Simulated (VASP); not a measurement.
# Cd2S (P3m1) in VASP: further runs

Aim: see how the results for Cd2S move with the level of theory and the settings. Levels: PBEsol, PBE0. Tasks: single point.

Program: VASP 6.6.1. These are calculated values, not measurements. Logs are shortened: lines on timing, memory, paths and dates and some standing lists are left out, and cuts for length are marked.

### 1 The cell of the first run

The structure is trigonal, space group P3m1 (No. 156). Conventional cell: a = 4.040 Å, b = 4.040 Å, c = 5.923 Å, α = 90.00°, β = 90.00°, γ = 120.00°. Cd (site symmetry 3m) has 2 S at 2.56 to 3.36 Å and 3 Cd at 3.14 Å within 3.4 Å. Cd (site symmetry 3m) has 3 S at 2.65 Å and 3 Cd at 3.14 Å within 3.5 Å. Within 3.4 Å of S (site symmetry 3m) lie 5 Cd at 2.56 to 3.36 Å.

### 2 Single point, PBEsol

INCAR

```
SYSTEM = Cd2S
PREC = Accurate ; ENCUT = 630
EDIFF = 1E-6 ; ISMEAR = -1
SIGMA = 0.05 ; LREAL = .False.
LASPH = .True. ; NELM = 120
ALGO = Normal ; ISIF = 2
LWAVE = .False. ; LCHARG = .False.
GGA = PS ; NBANDS = 30
GGA_COMPAT = .False.
```

KPOINTS

```
Automatic mesh
0
Gamma
  7 7 4
  0 0 0
```

POSCAR

```
Cd2S
1.0
    4.0403891930      0.0000000000      0.0000000000
   -2.0201945965      3.4990796824      0.0000000000
    0.0000000000      0.0000000000      5.9231266511
Cd S
2 1
Direct
    0.3333333333      0.6666666667      0.9327170000
    0.6666666667      0.3333333333      0.5787350000
    0.3333333333      0.6666666667      0.3657050000
```

Potentials or basis: VASP PAW PBE potentials, release 64 (Cd_sv_GW, S).

Started as:

```console
> cat potpaw_PBE.64/Cd_sv_GW/POTCAR potpaw_PBE.64/S/POTCAR > POTCAR
> mpirun -np 1 vasp_std > vasp.out
```

OUTCAR:

```text
SYSTEM = Cd2S
   PREC = Accurate
   ENCUT = 630
   EDIFF = 1E-6
   ISMEAR = -1
   LREAL = .False.
   LASPH = .True.
   NELM = 120
   ISIF = 2
   GGA = PS

 ion  position               nearest neighbor table
   1  0.333  0.667  0.933-   3 2.56
   2  0.667  0.333  0.579-   3 2.65   3 2.65   3 2.65
   3  0.333  0.667  0.366-   1 2.56   2 2.65   2 2.65   2 2.65

  LATTYP: Found a hexagonal cell.
 ALAT       =     4.0403891930
 C/A-ratio  =     1.4659792332

  Lattice vectors:

 A1 = (   4.0403891930,   0.0000000000,   0.0000000000)
 A2 = (  -2.0201945965,   3.4990796824,   0.0000000000)
 A3 = (   0.0000000000,   0.0000000000,   5.9231266511)

Analysis of symmetry for initial positions (statically):
=====================================================================
 Subroutine PRICEL returns:
 Original cell was already a primitive cell.

 Routine SETGRP: Setting up the symmetry group for a
 hexagonal supercell.

 Subroutine GETGRP returns: Found  6 space group operations
 (whereof  6 operations were pure point group operations)
 out of a pool of 24 trial point group operations.

The static configuration has the point symmetry C_3v.

Analysis of symmetry for dynamics (positions and initial velocities):
=====================================================================
 Subroutine PRICEL returns:
 Original cell was already a primitive cell.

 Routine SETGRP: Setting up the symmetry group for a
 hexagonal supercell.

 Subroutine GETGRP returns: Found  6 space group operations
 (whereof  6 operations were pure point group operations)
 out of a pool of 24 trial point group operations.

The dynamic configuration has the point symmetry C_3v.

 Subroutine INISYM returns: Found  6 space group operations
 (whereof  6 operations are pure point group operations),
 and found     1 'primitive' translations

----------------------------------------------------------------------------------------

                                     Primitive cell

  volume of cell :      83.7391

  direct lattice vectors                    reciprocal lattice vectors
     4.040389193  0.000000000  0.000000000     0.247500909  0.142894717  0.000000000
    -2.020194597  3.499079682  0.000000000     0.000000000  0.285789433  0.000000000
     0.000000000  0.000000000  5.923126651     0.000000000  0.000000000  0.168829751

  length of vectors
     4.040389193  4.040389193  5.923126651     0.285789433  0.285789433  0.168829751

  position of ions in fractional coordinates (direct lattice)
     0.333333333  0.666666667  0.932717000
     0.666666667  0.333333333  0.578735000
     0.333333333  0.666666667  0.365705000

  ion indices of the primitive-cell ions
   primitive index   ion index
                 1           1
                 2           2
                 3           3

----------------------------------------------------------------------------------------

 KPOINTS: Automatic mesh

Automatic generation of k-mesh.
 Grid dimensions read from file:
 generate k-points for:    7    7    4

 Generating k-lattice:

  Cartesian coordinates                     Fractional coordinates (reciprocal lattice)
     0.035357273  0.020413531  0.000000000     0.142857143  0.000000000  0.000000000
     0.000000000  0.040827062  0.000000000     0.000000000  0.142857143  0.000000000
     0.000000000  0.000000000  0.042207438     0.000000000  0.000000000  0.250000000

  Length of vectors
     0.040827062  0.040827062  0.042207438

  Shift w.r.t. Gamma in fractional coordinates (k-lattice)
     0.000000000  0.000000000  0.000000000

 Subroutine IBZKPT returns following result:
 ===========================================

 Found     28 irreducible k-points:

 Following reciprocal coordinates:
            Coordinates               Weight
  0.000000  0.000000  0.000000      1.000000
  0.142857 -0.000000  0.000000      6.000000
  0.285714  0.000000  0.000000      6.000000
  0.428571  0.000000  0.000000      6.000000
  0.142857  0.142857  0.000000      6.000000
  0.285714  0.142857  0.000000     12.000000
[... 16 lines left out ...]
  0.285714  0.000000  0.500000      6.000000
  0.428571  0.000000  0.500000      6.000000
 [... further k-points ...]
   k-points           NKPTS =     28   k-points in BZ     NKDIM =     28   number of bands    NBANDS=     30
   number of dos      NEDOS =    301   number of ions     NIONS =      3
   total plane-waves  NPLWV =  62208
   dimension x,y,z NGX =    36 NGY =   36 NGZ =   48
   dimension x,y,z NGXF=    72 NGYF=   72 NGZF=   96
   ions per type =               2   1
   NGX,Y,Z   is equivalent  to a cutoff of  14.81, 14.81, 13.47 a.u.
   NGXF,Y,Z  is equivalent  to a cutoff of  29.63, 29.63, 26.94 a.u.
 SYSTEM =  Cd2S
   PREC   = accura    normal or accurate (medium, high low for compatibility)
   ISTART =      0    job   : 0-new  1-cont  2-samecut
   ICHARG =      2    charge: 1-file 2-atom 10-const
   ISPIN  =      1    spin polarized calculation?
   LNONCOLLINEAR =      F non collinear calculations
   LSORBIT =      F    spin-orbit coupling
   LASPH  =      T    aspherical Exc in radial PAW
   ENCUT  =  630.0 eV  46.30 Ry    6.80 a.u.   8.27  8.27 12.12*2*pi/ulx,y,z
   NELM   =    120;   NELMIN=  2; NELMDL= -5     # of ELM steps
   EDIFF  = 0.1E-05   stopping-criterion for ELM
   LREAL  =      F    real-space projection
   EDIFFG = 0.1E-04   stopping-criterion for IOM
   NSW    =      0    number of steps for IOM
   IBRION =     -1    ionic relax: 0-MD 1-quasi-New 2-CG
   NFREE  =      0    steps in history (QN), initial steepest desc. (CG)
   ISIF   =      2    stress and relaxation
   ISYM   =      2    0-nonsym 1-usesym 2-fastsym
   POTIM  = 0.5000    time-step for ionic-motion
   TEBEG  =    0.0;   TEEND  =   0.0 temperature during run
   PSTRESS=    0.0 pullay stress
   NELECT =      46.0000    total number of electrons
   NUPDOWN=      -1.0000    fix difference up-down
   EMIN   =  10.00;   EMAX   =-10.00  energy-range for DOS
   EFERMI =   0.00;   METHOD = LEGACY
   ISMEAR =    -1;   SIGMA  =   0.05  broadening in eV -4-tet -1-fermi 0-gaus
   EFERMI_NEDOS =   21; number of points for ismear=-14 and -15
   IALGO  =     38    algorithm
   IMIX   =      4    mixing-type and parameters
     AMIX     =   0.40;   BMIX     =  1.00
     AMIX_MAG =   1.60;   BMIX_MAG =  1.00
  volume/ion in A,a.u.               =      27.91       188.37
  Fermi-wavevector in a.u.,A,eV,Ry     =   1.340761  2.533671 24.458384  1.797641
  Thomas-Fermi vector in A             =   2.469048
   LORBIT       =      0    0 simple, 1 ext, 2 COOP (PROOUT), +10 PAW based schemes
   GGA     = PS    functional components
   LHFCALC =     F    Hartree Fock is set to
   AEXX    =    0.0000 exact exchange contribution
   IVDW    =     0    specifies the selected vdW correction
   LEPSILON=     F    determine dielectric tensor
   LRPA    =     F    only Hartree local field effects (RPA)
 non-spin polarized calculation
  energy-cutoff  :      630.00
  volume of cell :       83.74
 maximum number of plane-waves:      3024
 NGX is ok and might be reduce to    36
   NGX = 17   NGY = 17   NGZ = 25

 number of electron      46.0000005 magnetization

 Free energy of the ion-electron system (eV)
  ---------------------------------------------------
  ext. energy  EPLUGINS =         0.00000000
  ---------------------------------------------------
  free energy    TOTEN  =        -7.26927105 eV

  energy without entropy =       -7.26847930  energy(sigma->0) =       -7.26887517

 E-fermi :   2.8414     XC(G=0):  -9.3640

 val. band max:        2.6102545242   @ k =   0.1429   0.1429   0.5000
 cond. band min:       3.0833405233   @ k =   0.4286   0.1429   0.2500
 fundamental gap:      0.4730859991
 Fermi energy:         2.8413773194

 k-point     1 :       0.0000    0.0000    0.0000
  band No.  band energies     occupation
      1     -99.3960      2.00000
      2     -99.1291      2.00000
      3     -60.4922      2.00000
      4     -60.4922      2.00000
      5     -60.4423      2.00000
      6     -60.2146      2.00000
[... 22 lines left out ...]
     29      10.6400      0.00000
     30      12.2685      0.00000

 k-point     2 :       0.1429   -0.0000    0.0000
  band No.  band energies     occupation
      1     -99.3960      2.00000
      2     -99.1291      2.00000
      3     -60.4924      2.00000
      4     -60.4923      2.00000
      5     -60.4423      2.00000
      6     -60.2146      2.00000
[... 22 lines left out ...]
     29      10.7411      0.00000
     30      11.9468      0.00000

 k-point     3 :       0.2857    0.0000    0.0000
  band No.  band energies     occupation
      1     -99.3960      2.00000
      2     -99.1290      2.00000
      3     -60.4926      2.00000
      4     -60.4924      2.00000
      5     -60.4422      2.00000
      6     -60.2146      2.00000
[... 22 lines left out ...]
     29      10.6534      0.00000
     30      10.9565      0.00000

 k-point     4 :       0.4286    0.0000    0.0000
  band No.  band energies     occupation
      1     -99.3960      2.00000
      2     -99.1290      2.00000
      3     -60.4928      2.00000
      4     -60.4924      2.00000
      5     -60.4422      2.00000
      6     -60.2146      2.00000
[... 22 lines left out ...]
     29      10.3681      0.00000
     30      10.9320      0.00000

 k-point     5 :       0.1429    0.1429    0.0000
  band No.  band energies     occupation
      1     -99.3960      2.00000
      2     -99.1290      2.00000
      3     -60.4925      2.00000
      4     -60.4923      2.00000
      5     -60.4423      2.00000
      6     -60.2146      2.00000
[... 22 lines left out ...]
     29      10.2594      0.00000
     30      11.3270      0.00000
[... 526 lines left out ...]
     29      10.4180      0.00000
     30      11.0560      0.00000

 k-point    22 :       0.1429   -0.0000    0.5000
  band No.  band energies     occupation
      1     -99.3960      2.00000
      2     -99.1291      2.00000
      3     -60.4923      2.00000
      4     -60.4923      2.00000
      5     -60.4423      2.00000
      6     -60.2146      2.00000
[... 22 lines left out ...]
     29      10.8270      0.00000
     30      11.1661      0.00000

 k-point    23 :       0.2857    0.0000    0.5000
  band No.  band energies     occupation
      1     -99.3960      2.00000
      2     -99.1290      2.00000
      3     -60.4926      2.00000
      4     -60.4923      2.00000
      5     -60.4423      2.00000
      6     -60.2146      2.00000
[... 22 lines left out ...]
     29      10.2139      0.00000
     30      11.8731      0.00000

 k-point    24 :       0.4286    0.0000    0.5000
  band No.  band energies     occupation
      1     -99.3959      2.00000
      2     -99.1290      2.00000
      3     -60.4928      2.00000
      4     -60.4924      2.00000
      5     -60.4422      2.00000
      6     -60.2146      2.00000
[... 22 lines left out ...]
     29       9.8445      0.00000
     30      11.3388      0.00000

 [... further k-points ...]
[... 5 lines left out ...]
  --------------------------------------------------------------------------------------
  -------------------------------------------------------------------------------------
  Total       -2.3248203     -2.3248203     -3.2607495      0.0000000      0.0000000      0.0000000
  in kB      -44.4807309    -44.4807309    -62.3878429      0.0000000      0.0000000      0.0000000
  external PRESSURE =     -50.4497682 kB  Pullay stress =       0.0000000 kB

 VOLUME and BASIS-vectors are now :
 -----------------------------------------------------------------------------
  energy-cutoff  :      630.00
  volume of cell :       83.74
      direct lattice vectors                 reciprocal lattice vectors
     4.040389193  0.000000000  0.000000000     0.247500909  0.142894717  0.000000000
    -2.020194597  3.499079682  0.000000000     0.000000000  0.285789433  0.000000000
     0.000000000  0.000000000  5.923126651     0.000000000  0.000000000  0.168829751

 POSITION                                       TOTAL-FORCE (eV/Angst)
 -----------------------------------------------------------------------------------
     -0.00000      2.33272      5.52460        -0.000000     -0.000000      0.139733
      2.02019      1.16636      3.42792         0.000000      0.000000     -0.317358
     -0.00000      2.33272      2.16612         0.000000      0.000000      0.177625
 -----------------------------------------------------------------------------------
    total drift:                                0.000000     -0.000000      0.002895

  FREE ENERGIE OF THE ION-ELECTRON SYSTEM (eV)
  ---------------------------------------------------
  free  energy   TOTEN  =        -7.2692710474 eV

  energy  without entropy=       -7.2684792953  energy(sigma->0) =       -7.26887517
```

Wall time 54 s (1 thread of AMD EPYC 9R45 (Zen 5), shared host); peak memory 0.26 GiB.

What came out:

```
Free energy            : -7.2693 eV
Pressure               : -5.0 GPa
Largest force          : 0.317 eV/Å
Band gap on the k mesh : 0.47 eV (least direct gap 0.72 eV)
```

Forces on the atoms (eV/Å):
```
Cd   0.000  0.000  0.140
Cd   0.000  0.000 -0.317
S    0.000  0.000  0.178
```

Caveat: the cell stands under tension; the PAW data sets were made with another functional, which shifts forces and pressure a little. A k mesh can miss the band edges.

### 3 Single point, PBE0

This run uses another cell than the first one, of 25.82 Å³/atom.

POSCAR

```
Cd2S
1.0
    3.9691642930      0.0000000000      0.0000000000
   -1.9845821465      3.4373971095      0.0000000000
    0.0000000000      0.0000000000      5.6783308066
Cd S
2 1
Direct
    0.3333333333      0.6666666667      0.9329873296
    0.6666666667      0.3333333333      0.5769256803
    0.3333333333      0.6666666667      0.3672439900
```

INCAR.step1

```
PREC = Accurate ; ENCUT = 470
EDIFF = 1E-5 ; ISMEAR = -1
SIGMA = 0.05 ; LREAL = False
LASPH = True ; NELM = 120
ALGO = Normal ; ISIF = 2
LWAVE = True ; GGA = PE
NBANDS = 30 ; GGA_COMPAT = False
```

INCAR.step2

```
PREC = Accurate ; ENCUT = 470
EDIFF = 1E-6 ; ISMEAR = -1
SIGMA = 0.05 ; LREAL = False
LASPH = True ; NELM = 120
ALGO = Normal ; ISIF = 2
LWAVE = False ; LCHARG = True
GGA = PE ; LHFCALC = True
AEXX = 0.25 ; PRECFOCK = Normal
LELF = True ; LVHAR = True
ISTART = 1 ; NBANDS = 30
GGA_COMPAT = False
```

KPOINTS

```
regular mesh
0
Gamma
  4 4 2
```

Potentials or basis: VASP PAW PBE potentials, release 64 (Cd_sv_GW, S).

Started as:

```console
> cat potpaw_PBE.64/Cd_sv_GW/POTCAR potpaw_PBE.64/S/POTCAR > POTCAR
> cp INCAR.step1 INCAR
> mpirun -np 1 vasp_std > vasp.out
> cp INCAR.step2 INCAR
> mpirun -np 1 vasp_std > vasp.out
```

OUTCAR:

```text
PREC = Accurate
   ENCUT = 470
   EDIFF = 1E-6
   ISMEAR = -1
   LREAL = False
   LASPH = True
   NELM = 120
   ISIF = 2
   GGA = PE
   LHFCALC = True
   AEXX = 0.25
   PRECFOCK = Normal
   ISTART = 1

 ion  position               nearest neighbor table
   1  0.333  0.667  0.933-   3 2.47
   2  0.667  0.333  0.577-   3 2.58   3 2.58   3 2.58
   3  0.333  0.667  0.367-   1 2.47   2 2.58   2 2.58   2 2.58
[... 448 lines left out ...]

------------------------ aborting loop because EDIFF is reached ----------------------------------------

  FORCE on cell =-STRESS in cart. coord.  units (eV):
  Direction    XX          YY          ZZ          XY          YZ          ZX
  --------------------------------------------------------------------------------------
  -------------------------------------------------------------------------------------
  Total       -0.9548943     -0.9548943     -0.9865949      0.0000000      0.0000000      0.0000000
  in kB      -19.7476943    -19.7476943    -20.4032789      0.0000000      0.0000000      0.0000000
  external PRESSURE =     -19.9662225 kB  Pullay stress =       0.0000000 kB

 VOLUME and BASIS-vectors are now :
 -----------------------------------------------------------------------------
  energy-cutoff  :      470.00
  volume of cell :       77.47
      direct lattice vectors                 reciprocal lattice vectors
     3.969164293  0.000000000  0.000000000     0.251942204  0.145458899  0.000000000
    -1.984582146  3.437397109  0.000000000     0.000000000  0.290917799  0.000000000
     0.000000000  0.000000000  5.678330807     0.000000000  0.000000000  0.176108091

 POSITION                                       TOTAL-FORCE (eV/Angst)
 -----------------------------------------------------------------------------------
     -0.00000      2.29160      5.29781        -0.000000      0.000000      0.006222
      1.98458      1.14580      3.27597         0.000000     -0.000000      0.003528
     -0.00000      2.29160      2.08533         0.000000     -0.000000     -0.009751
 -----------------------------------------------------------------------------------
    total drift:                               -0.000010      0.000003     -0.000640

  FREE ENERGIE OF THE ION-ELECTRON SYSTEM (eV)
  ---------------------------------------------------
  free  energy   TOTEN  =        -8.6217996566 eV

  energy  without entropy=       -8.6217996290  energy(sigma->0) =       -8.62179964
```

OUTCAR.step1:

```text
PREC = Accurate
   ENCUT = 470
   EDIFF = 1E-5
   ISMEAR = -1
   LREAL = False
   LASPH = True
[... 470 lines left out ...]
     -0.00000      2.29160      5.29781        -0.000000     -0.000000     -0.126992
      1.98458      1.14580      3.27597         0.000000      0.000000      0.201941
     -0.00000      2.29160      2.08533         0.000000      0.000000     -0.074949
 -----------------------------------------------------------------------------------
    total drift:                               -0.000000     -0.000000      0.007436

  FREE ENERGIE OF THE ION-ELECTRON SYSTEM (eV)
  ---------------------------------------------------
  free  energy   TOTEN  =        -6.4352577150 eV

  energy  without entropy=       -6.4349894955  energy(sigma->0) =       -6.43512361
```

Wall time 14 min (1 thread of AMD EPYC 9R45 (Zen 5), shared host); peak memory 0.18 GiB.

What came out:

```yaml
Free_energy: -8.6218 eV
Pressure: -2.0 GPa
Largest_force: 0.010 eV/Å
Band_gap_on_the_k_mesh: 1.67 eV (least direct gap 2.62 eV)
```

Forces in eV/Å, atoms in the order of the input:
```
Cd   0.000  0.000  0.006
Cd   0.000  0.000  0.004
S    0.000  0.000 -0.010
```

Caveat: the k points lie up to 0.55 Å⁻¹ apart; the PAW data sets were made with another functional, which shifts forces and pressure a little. A k mesh can miss the band edges.
